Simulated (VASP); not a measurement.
# Zr (P6_3/mmc) in VASP: a series of runs

Runs on Zr. Level: r2SCAN. Tasks: single point, relaxation of cell and atoms.

Everything below comes from runs of VASP 6.6.1. Logs are shortened: lines on timing, memory, paths and dates and some standing lists are left out, and cuts for length are marked.

## Step 1: The cell of the first run

It takes space group P6_3/mmc (No. 194, hexagonal). The conventional cell has a = 3.237 Å, b = 3.237 Å, c = 5.173 Å, α = 90.00°, β = 90.00°, γ = 120.00°. Within 4.2 Å of Zr (site symmetry -6m2) lie 12 Zr at 3.19 to 3.24 Å.

## Step 2: Single point, r2SCAN

POSCAR

```
Zr
1.0
    3.2367161324      0.0000000000      0.0000000000
   -1.6183580662      2.8030783955      0.0000000000
    0.0000000000      0.0000000000      5.1728690658
Zr
2
Direct
    0.3333333333      0.6666666667      0.2500000000
    0.6666666667      0.3333333333      0.7500000000
```

INCAR.step1

```
SYSTEM = Zr
ALGO = Normal ; EDIFF = 1E-4
ENCUT = 520 ; GGA = PE
ISMEAR = 1 ; LASPH = .TRUE.
LCHARG = .FALSE. ; LREAL = .FALSE.
LWAVE = .TRUE. ; NBANDS = 19
NELM = 80 ; PREC = Accurate
SIGMA = 0.02
```

INCAR.step2

```
SYSTEM = Zr
ALGO = Normal ; EDIFF = 1E-6
ENCUT = 520 ; ISIF = 2
ISMEAR = 1 ; ISTART = 1
LASPH = .TRUE. ; LCHARG = .TRUE.
LELF = .TRUE. ; LMIXTAU = .TRUE.
LREAL = .FALSE. ; LVHAR = .TRUE.
LWAVE = .FALSE. ; METAGGA = R2SCAN
NBANDS = 19 ; NELM = 80
PREC = Accurate ; SIGMA = 0.02
```

KPOINTS

```
k-points
0
G
  9 9 5
  0 0 0
```

Potentials or basis: VASP PAW PBE potentials, release 64 (Zr_sv).

On the command line:

```console
$ cat potpaw_PBE.64/Zr_sv/POTCAR > POTCAR
$ cp INCAR.step1 INCAR
$ mpirun -np 1 vasp_std > vasp.out
$ cp INCAR.step2 INCAR
$ mpirun -np 1 vasp_std > vasp.out
```

OUTCAR:

```text
SYSTEM = Zr
   EDIFF = 1E-6
   ENCUT = 520
   ISIF = 2
   ISMEAR = 1
   ISTART = 1
   LASPH = .TRUE.
   LREAL = .FALSE.
   METAGGA = R2SCAN
   NELM = 80
   PREC = Accurate

 ion  position               nearest neighbor table
   1  0.333  0.667  0.250-   2 3.19   2 3.19   2 3.19   2 3.19   2 3.19   2 3.19
   2  0.667  0.333  0.750-   1 3.19   1 3.19   1 3.19   1 3.19   1 3.19   1 3.19

  LATTYP: Found a hexagonal cell.
 ALAT       =     3.2367161324
 C/A-ratio  =     1.5981843493

  Lattice vectors:

 A1 = (   3.2367161324,   0.0000000000,   0.0000000000)
 A2 = (  -1.6183580662,   2.8030783955,   0.0000000000)
 A3 = (   0.0000000000,   0.0000000000,   5.1728690658)

Analysis of symmetry for initial positions (statically):
=====================================================================
 Subroutine PRICEL returns:
 Original cell was already a primitive cell.

 Routine SETGRP: Setting up the symmetry group for a
 hexagonal supercell.

 Subroutine GETGRP returns: Found 24 space group operations
 (whereof 12 operations were pure point group operations)
 out of a pool of 24 trial point group operations.

The static configuration has the point symmetry D_3d.
 The point group associated with its full space group is D_6h.

Analysis of symmetry for dynamics (positions and initial velocities):
=====================================================================
 Subroutine PRICEL returns:
 Original cell was already a primitive cell.

 Routine SETGRP: Setting up the symmetry group for a
 hexagonal supercell.

 Subroutine GETGRP returns: Found 24 space group operations
 (whereof 12 operations were pure point group operations)
 out of a pool of 24 trial point group operations.

The dynamic configuration has the point symmetry D_3d.
 The point group associated with its full space group is D_6h.

 Subroutine INISYM returns: Found 24 space group operations
 (whereof 12 operations are pure point group operations),
 and found     1 'primitive' translations

----------------------------------------------------------------------------------------

                                     Primitive cell

  volume of cell :      46.9322

  direct lattice vectors                    reciprocal lattice vectors
     3.236716132  0.000000000  0.000000000     0.308955113  0.178375318  0.000000000
    -1.618358066  2.803078396  0.000000000     0.000000000  0.356750636  0.000000000
     0.000000000  0.000000000  5.172869066     0.000000000  0.000000000  0.193316318

  length of vectors
[... 75 lines left out ...]
   ICHARG =      0    charge: 1-file 2-atom 10-const
   ISPIN  =      1    spin polarized calculation?
   LNONCOLLINEAR =      F non collinear calculations
   LSORBIT =      F    spin-orbit coupling
   LASPH  =      T    aspherical Exc in radial PAW
   ENCUT  =  520.0 eV  38.22 Ry    6.18 a.u.   6.02  6.02  9.62*2*pi/ulx,y,z
   NELM   =     80;   NELMIN=  2; NELMDL=  0     # of ELM steps
   EDIFF  = 0.1E-05   stopping-criterion for ELM
   LREAL  =      F    real-space projection
   EDIFFG = 0.1E-04   stopping-criterion for IOM
   NSW    =      0    number of steps for IOM
   IBRION =     -1    ionic relax: 0-MD 1-quasi-New 2-CG
   NFREE  =      0    steps in history (QN), initial steepest desc. (CG)
   ISIF   =      2    stress and relaxation
   ISYM   =      2    0-nonsym 1-usesym 2-fastsym
   POTIM  = 0.5000    time-step for ionic-motion
   TEBEG  =    0.0;   TEEND  =   0.0 temperature during run
   PSTRESS=    0.0 pullay stress
   NELECT =      24.0000    total number of electrons
   NUPDOWN=      -1.0000    fix difference up-down
   EMIN   =  10.00;   EMAX   =-10.00  energy-range for DOS
   EFERMI =   0.00;   METHOD = LEGACY
   ISMEAR =     1;   SIGMA  =   0.02  broadening in eV -4-tet -1-fermi 0-gaus
   EFERMI_NEDOS =   21; number of points for ismear=-14 and -15
   IALGO  =     38    algorithm
   IMIX   =      4    mixing-type and parameters
     AMIX     =   0.40;   BMIX     =  1.00
     AMIX_MAG =   1.60;   BMIX_MAG =  1.00
  volume/ion in A,a.u.               =      23.47       158.36
  Fermi-wavevector in a.u.,A,eV,Ry     =   1.309146  2.473927 23.318530  1.713864
  Thomas-Fermi vector in A             =   2.439765
   LORBIT       =      0    0 simple, 1 ext, 2 COOP (PROOUT), +10 PAW based schemes
   METAGGA = R2SCAN    functional components
   LHFCALC =     F    Hartree Fock is set to
   AEXX    =    0.0000 exact exchange contribution
   IVDW    =     0    specifies the selected vdW correction
   LEPSILON=     F    determine dielectric tensor
   LRPA    =     F    only Hartree local field effects (RPA)
 non-spin polarized calculation
 Methfessel and Paxton  Order N= 1 SIGMA  =   0.02
  energy-cutoff  :      520.00
  volume of cell :       46.93
 maximum number of plane-waves:      1290
   NGX = 13   NGY = 13   NGZ = 19

 number of electron      24.0000001 magnetization

 Free energy of the ion-electron system (eV)
  ---------------------------------------------------
  ext. energy  EPLUGINS =         0.00000000
  ---------------------------------------------------
  free energy    TOTEN  =       -45.50720380 eV

  energy without entropy =      -45.50725069  energy(sigma->0) =      -45.50721943

 E-fermi :   9.0300     XC(G=0): -11.9094

 val. band max:        9.0167167756   @ k =   0.1111  -0.0000   0.4000
 cond. band min:       9.0412844683   @ k =   0.2222   0.2222   0.4000
 fundamental gap:      0.0245676926
 Fermi energy:         9.0300391906

 k-point     1 :       0.0000    0.0000    0.0000
  band No.  band energies     occupation
      1     -41.6149      2.00000
      2     -41.4555      2.00000
      3     -19.4564      2.00000
      4     -18.5590      2.00000
      5     -18.5590      2.00000
      6     -18.4302      2.00000
[... 505 lines left out ...]
      6     -18.8445      2.00000
[... 11 lines left out ...]
     18      13.5385      0.00000
     19      16.0583      0.00000

 [... further k-points ...]
[... 5 lines left out ...]
  --------------------------------------------------------------------------------------
  -------------------------------------------------------------------------------------
  Total       -0.0125723     -0.0125723     -0.0031919      0.0000000      0.0000000      0.0000000
  in kB       -0.4291952     -0.4291952     -0.1089650      0.0000000      0.0000000      0.0000000
  external PRESSURE =      -0.3224518 kB  Pullay stress =       0.0000000 kB

 VOLUME and BASIS-vectors are now :
 -----------------------------------------------------------------------------
  energy-cutoff  :      520.00
  volume of cell :       46.93
      direct lattice vectors                 reciprocal lattice vectors
     3.236716132  0.000000000  0.000000000     0.308955113  0.178375318  0.000000000
    -1.618358066  2.803078396  0.000000000     0.000000000  0.356750636  0.000000000
     0.000000000  0.000000000  5.172869066     0.000000000  0.000000000  0.193316318

 POSITION                                       TOTAL-FORCE (eV/Angst)
 -----------------------------------------------------------------------------------
     -0.00000      1.86872      1.29322        -0.000000      0.000000      0.000000
      1.61836      0.93436      3.87965         0.000000     -0.000000      0.000000
 -----------------------------------------------------------------------------------
    total drift:                                0.000000     -0.000000      0.000000

  FREE ENERGIE OF THE ION-ELECTRON SYSTEM (eV)
  ---------------------------------------------------
  free  energy   TOTEN  =       -45.5072038014 eV

  energy  without entropy=      -45.5072506877  energy(sigma->0) =      -45.50721943
```

OUTCAR.step1:

```text
SYSTEM = Zr
   EDIFF = 1E-4
   ENCUT = 520
   GGA = PE
   ISMEAR = 1
   LASPH = .TRUE.
   LREAL = .FALSE.
[... 751 lines left out ...]
     -0.00000      1.86872      1.29322        -0.000000      0.000000      0.000000
      1.61836      0.93436      3.87965         0.000000     -0.000000      0.000000
 -----------------------------------------------------------------------------------
    total drift:                                0.000000     -0.000000      0.000000

  FREE ENERGIE OF THE ION-ELECTRON SYSTEM (eV)
  ---------------------------------------------------
  free  energy   TOTEN  =       -17.0452485949 eV

  energy  without entropy=      -17.0451016940  energy(sigma->0) =      -17.04519963
```

OSZICAR.step1:

```text
N       E                     dE             d eps       ncg     rms          rms(c)
DAV:   1     0.214789265557E+03    0.21479E+03   -0.13188E+04  1368   0.125E+03
DAV:   2    -0.111362065970E+01   -0.21590E+03   -0.21170E+03  1590   0.365E+02
DAV:   3    -0.172972005422E+02   -0.16184E+02   -0.15972E+02  2437   0.719E+01
DAV:   4    -0.177537688966E+02   -0.45657E+00   -0.45598E+00  1675   0.123E+01
DAV:   5    -0.177687850772E+02   -0.15016E-01   -0.15014E-01  1998   0.153E+00    0.141E+01
DAV:   6    -0.171602481154E+02    0.60854E+00   -0.94791E-01  1496   0.733E+00    0.553E+00
DAV:   7    -0.170394383774E+02    0.12081E+00   -0.60439E-01  1932   0.513E+00    0.114E+00
DAV:   8    -0.170451873712E+02   -0.57490E-02   -0.40367E-02  1783   0.148E+00    0.233E-01
DAV:   9    -0.170452892032E+02   -0.10183E-03   -0.14702E-03  1780   0.332E-01    0.314E-02
DAV:  10    -0.170452485949E+02    0.40608E-04   -0.30803E-05   941   0.374E-02
   1 F= -.17045249E+02 E0= -.17045200E+02  d E =-.146901E-03
```

Run time: 32 s. Hardware: 1 thread of Intel Xeon 6975P-C (Granite Rapids), shared host; peak memory 0.17 GiB.

Results:

```
Free energy            : -45.5072 eV
Pressure               : 0.0 GPa
Band gap on the k mesh : zero (bands 12 and 13 overlap by 1.31 eV)
```

Levels at points of the mesh, in eV from the Fermi level:
```
           k point  band 9  band 10  band 11  band 12  band 13  band 14  band 15  band 16
(0.00, 0.00, 0.00)   -6.07    -3.26     0.89     0.91     0.91     1.03     1.64     1.64
```

Caveat: the PAW data sets were made with another functional, which shifts forces and pressure a little.

## Step 3: Relaxation of cell and atoms, r2SCAN

This run uses another cell than the first one, of 23.28 Å³/atom.

POSCAR

```
Zr
1.0
    3.2320000000      0.0000000000      0.0000000000
   -1.6160000000      2.7989940000      0.0000000000
    0.0000000000      0.0000000000      5.1470000000
Zr
2
Direct
    0.3333333333      0.6666666667      0.2500000000
    0.6666666667      0.3333333333      0.7500000000
```

INCAR.step1

```
ALGO     = Normal         # electronic algorithm
EDIFF    = 1E-4           # SCF threshold, eV
ENCUT    = 600            # plane-wave cutoff, eV
GGA      = PE             # functional
ISMEAR   = 1              # smearing method
LASPH    = T              # aspherical terms in the spheres
LCHARG   = F              # write CHGCAR
LREAL    = F              # projectors in reciprocal space
LWAVE    = T              # write WAVECAR
NELM     = 80             # most SCF steps
PREC     = Accurate       # precision mode
SIGMA    = 0.02           # smearing width, eV
```

INCAR.step2

```
ALGO     = Normal         # electronic algorithm
EDIFF    = 1E-6           # SCF threshold, eV
EDIFFG   = -0.02          # ionic threshold
ENCUT    = 600            # plane-wave cutoff, eV
IBRION   = 2              # ionic algorithm
ISIF     = 3              # what is computed and relaxed
ISMEAR   = 1              # smearing method
ISTART   = 1            
LASPH    = T              # aspherical terms in the spheres
LCHARG   = F              # write CHGCAR
LMIXTAU  = T            
LREAL    = F              # projectors in reciprocal space
LWAVE    = F              # write WAVECAR
METAGGA  = R2SCAN         # meta-GGA
NELM     = 80             # most SCF steps
NSW      = 80             # ionic steps
PREC     = Accurate       # precision mode
SIGMA    = 0.02           # smearing width, eV
```

KPOINTS

```
k-points
0
Gamma
  9 9 5
```

Potentials or basis: VASP PAW PBE potentials, release 64 (Zr_sv).

On the command line:

```console
$ cat potpaw_PBE.64/Zr_sv/POTCAR > POTCAR
$ cp INCAR.step1 INCAR
$ mpirun -np 1 vasp_std > vasp.out
$ cp INCAR.step2 INCAR
$ mpirun -np 1 vasp_std > vasp.out
```

OUTCAR:

```text
EDIFF = 1E-6
   EDIFFG = -0.02
   ENCUT = 600
   IBRION = 2
   ISIF = 3
   ISMEAR = 1
   ISTART = 1
   LASPH = T
   LREAL = F
   METAGGA = R2SCAN
   NELM = 80
   NSW = 80
   PREC = Accurate

 ion  position               nearest neighbor table
   1  0.333  0.667  0.250-   2 3.18   2 3.18   2 3.18   2 3.18   2 3.18   2 3.18
   2  0.667  0.333  0.750-   1 3.18   1 3.18   1 3.18   1 3.18   1 3.18   1 3.18

  LATTYP: Found a hexagonal cell.
 ALAT       =     3.2320000000
 C/A-ratio  =     1.5925123762

  Lattice vectors:

 A1 = (   3.2320000000,   0.0000000000,   0.0000000000)
 A2 = (  -1.6160000000,   2.7989940000,   0.0000000000)
 A3 = (   0.0000000000,   0.0000000000,   5.1470000000)

Analysis of symmetry for initial positions (statically):
=====================================================================
 Subroutine PRICEL returns:
 Original cell was already a primitive cell.

 Routine SETGRP: Setting up the symmetry group for a
 hexagonal supercell.

 Subroutine GETGRP returns: Found 24 space group operations
 (whereof 12 operations were pure point group operations)
 out of a pool of 24 trial point group operations.

The static configuration has the point symmetry D_3d.
 The point group associated with its full space group is D_6h.

Analysis of symmetry for dynamics (positions and initial velocities):
=====================================================================
 Subroutine PRICEL returns:
 Original cell was already a primitive cell.

 Routine SETGRP: Setting up the symmetry group for a
 hexagonal supercell.

 Subroutine GETGRP returns: Found 24 space group operations
 (whereof 12 operations were pure point group operations)
 out of a pool of 24 trial point group operations.

The dynamic configuration has the point symmetry D_3d.
 The point group associated with its full space group is D_6h.

 Subroutine INISYM returns: Found 24 space group operations
 (whereof 12 operations are pure point group operations),
 and found     1 'primitive' translations
[... 120 lines left out ...]
   METAGGA = R2SCAN    functional components
   LHFCALC =     F    Hartree Fock is set to
   AEXX    =    0.0000 exact exchange contribution
   IVDW    =     0    specifies the selected vdW correction
   LEPSILON=     F    determine dielectric tensor
   LRPA    =     F    only Hartree local field effects (RPA)
 conjugate gradient relaxation of ions
 non-spin polarized calculation
 Methfessel and Paxton  Order N= 1 SIGMA  =   0.02
  energy-cutoff  :      600.00
  volume of cell :       46.56
 maximum number of plane-waves:      1572
 NGX is ok and might be reduce to    28
   NGX = 13   NGY = 13   NGZ = 21

--------------------------------------- Ionic step        1  -------------------------------------------

 number of electron      24.0000000 magnetization

 Free energy of the ion-electron system (eV)
  ---------------------------------------------------
  ext. energy  EPLUGINS =         0.00000000
  ---------------------------------------------------
  free energy    TOTEN  =       -45.50276582 eV

  energy without entropy =      -45.50272855  energy(sigma->0) =      -45.50275339

------------------------ aborting loop because EDIFF is reached ----------------------------------------

  FORCE on cell =-STRESS in cart. coord.  units (eV):
  Direction    XX          YY          ZZ          XY          YZ          ZX
  --------------------------------------------------------------------------------------
  -------------------------------------------------------------------------------------
  Total        0.1855051      0.1855051      0.3264082      0.0000000      0.0000000      0.0000000
  in kB        6.3832089      6.3832085     11.2316650      0.0000000      0.0000000      0.0000000
  external PRESSURE =       7.9993608 kB  Pullay stress =       0.0000000 kB
[... 59 lines left out ...]
--------------------------------------- Ionic step        3  -------------------------------------------

 number of electron      24.0000000 magnetization

 Free energy of the ion-electron system (eV)
  ---------------------------------------------------
  ext. energy  EPLUGINS =         0.00000000
  ---------------------------------------------------
  free energy    TOTEN  =       -45.50379610 eV

  energy without entropy =      -45.50377838  energy(sigma->0) =      -45.50379019

 E-fermi :   9.0288     XC(G=0): -11.9076

 val. band max:        9.0176566433   @ k =   0.1111   0.0000   0.4000
 cond. band min:       9.0381885783   @ k =   0.2222   0.2222   0.4000
 fundamental gap:      0.0205319350
 Fermi energy:         9.0287754794

 k-point     1 :       0.0000    0.0000    0.0000
  band No.  band energies     occupation
      1     -41.6203      2.00000
      2     -41.4600      2.00000
      3     -19.4634      2.00000
      4     -18.5667      2.00000
      5     -18.5667      2.00000
      6     -18.4345      2.00000
[... 433 lines left out ...]
      3     -19.1128      2.00000
      4     -19.1107      2.00000
      5     -19.1107      2.00000
      6     -18.8475      2.00000
[... 8 lines left out ...]
     15      10.8735      0.00000
     16      12.9138      0.00000

 [... further k-points ...]
[... 5 lines left out ...]
  --------------------------------------------------------------------------------------
  -------------------------------------------------------------------------------------
  Total       -0.0328142     -0.0328142      0.0306357      0.0000000     -0.0000000      0.0000000
  in kB       -1.1198818     -1.1198817      1.0455356      0.0000000     -0.0000000      0.0000000
  external PRESSURE =      -0.3980760 kB  Pullay stress =       0.0000000 kB
[... 17 lines left out ...]
  FREE ENERGIE OF THE ION-ELECTRON SYSTEM (eV)
  ---------------------------------------------------
  free  energy   TOTEN  =       -45.5037960978 eV

  energy  without entropy=      -45.5037783811  energy(sigma->0) =      -45.50379019

 reached required accuracy - stopping structural energy minimisation
```

OUTCAR.step1:

```text
EDIFF = 1E-4
   ENCUT = 600
   GGA = PE
   ISMEAR = 1
   LASPH = T
[... 680 lines left out ...]
 -----------------------------------------------------------------------------------
     -0.00000      1.86600      1.28675         0.000000     -0.000000      0.000000
      1.61600      0.93300      3.86025        -0.000000      0.000000      0.000000
 -----------------------------------------------------------------------------------
    total drift:                               -0.000000      0.000000     -0.000000

  FREE ENERGIE OF THE ION-ELECTRON SYSTEM (eV)
  ---------------------------------------------------
  free  energy   TOTEN  =       -17.0441405402 eV

  energy  without entropy=      -17.0439531986  energy(sigma->0) =      -17.04407809
```

Run time: 2.5 min. Hardware: 1 thread of Intel Xeon 6975P-C (Granite Rapids), shared host; peak memory 0.2 GiB.

What came out:

```
Free energy                           : -45.5038 eV
Relaxed volume                        : 23.47 Å³/atom
Relaxed cell                          : a = 3.239 Å, b = 3.239 Å, c = 5.167 Å, α = 90.00°, β = 90.00°, γ = 120.00°
Space group after relaxing (to 0.1 Å) : P6_3/mmc (No. 194)
Energy gained by relaxing             : 0.5 meV/atom
Ionic steps                           : 3
Pressure after relaxing               : 0.0 GPa
Band gap on the k mesh                : zero (bands 12 and 13 overlap by 1.31 eV)
```

Stress tensor (GPa, compression positive):
```
-0.11  0.00  0.00
 0.00 -0.11  0.00
 0.00  0.00  0.10
```

Step by step:
| step | energy change (eV) | largest force (eV/Å) | pressure (GPa) | volume (Å³) |
| --- | --- | --- | --- | --- |
| 1 | 0.0000 | 0.0000 | 0.80 | 46.56 |
| 2 | 0.0001 | 0.0000 | -0.87 | 47.35 |
| 3 | -0.0010 | 0.0000 | -0.04 | 46.95 |

Final structure:
```
Zr
1.0
     3.23908    0.00000    0.00000
    -1.61954    2.80513    0.00000
     0.00000    0.00000    5.16685
Zr
2
Direct
  0.33333 0.66667 0.25000
  0.66667 0.33333 0.75000
```

Caveat: the PAW data sets were made with another functional, which shifts forces and pressure a little.

The gap in the log of VASP goes by the Fermi energy; the results here count the filled bands.